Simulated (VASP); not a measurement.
Wanted: the native input for a VASP 6.6.1 run.

| Quantity | Value |
| --- | --- |
| Task | relaxation of cell and atoms |
| Functional | PBE |
| Potentials or basis | VASP PAW PBE potentials, release 64 (In_d, O) |
| Cutoff | 600 eV |
| k mesh | 18 × 18 × 18 |
| Occupations | gaussian, width 0.1 eV |
| Spin | no spin polarisation |
| Dipole correction | no |
| Further INCAR settings | ALGO = Normal; EDIFF = 1e-07; IBRION = 2; EDIFFG = -0.01; NSW = 100; ISIF = 3 |

The structure of InO lies in POSCAR:

```
InO
1.0
    3.3156062324      0.0000000000      0.0000000000
   -1.6578031162      2.8713992262      0.0000000000
    0.0000000000      0.0000000000      3.1460482554
In O
1 1
Direct
    0.6666666667      0.3333333333      0.5000000000
    0.3333333333      0.6666666667      0.0000000000
```

The cell was built from a structure type or drawn by symmetry, and may not be a known phase.

The input as run:

INCAR

```
SYSTEM = InO
PREC = Accurate
ENCUT = 600
EDIFF = 1E-7
ISMEAR = 0
SIGMA = 0.1
LREAL = .False.
LASPH = .True.
NELM = 80
ALGO = Normal
ISIF = 3
LWAVE = .False.
LCHARG = .False.
GGA = PE
IBRION = 2
NSW = 100
EDIFFG = -0.01
```

KPOINTS

```
Automatic mesh
0
Gamma
  18 18 18
  0 0 0
```

Potentials or basis: VASP PAW PBE potentials, release 64 (In_d, O).

Launch:

```console
$ cat potpaw_PBE.64/In_d/POTCAR potpaw_PBE.64/O/POTCAR > POTCAR
$ mpirun -np 1 vasp_std > vasp.out
```

It gave:

```json
{
 "Relaxed volume": "15.01 Å³/atom",
 "Relaxed cell": "a = 3.309 Å, b = 3.309 Å, c = 3.166 Å, α = 90.00°, β = 90.00°, γ = 120.00°",
 "Space group after relaxing (to 0.1 Å)": "P-6m2 (No. 187)",
 "Energy gained by relaxing": "0.4 meV/atom",
 "Ionic steps": "4",
 "Pressure after relaxing": "0.0 GPa",
 "Band gap on the k mesh": "zero (an odd number of electrons rules out a gap without spin polarisation)"
}
```

Caveat: spin-orbit coupling is left out, which moves the levels of the heavy elements; an odd number of electrons without spin polarisation forces a metal; a magnetic or distorted state may lie lower.

It took 9.4 min on 1 thread of Intel Xeon 8259CL (shared host), peak memory 0.33 GiB.
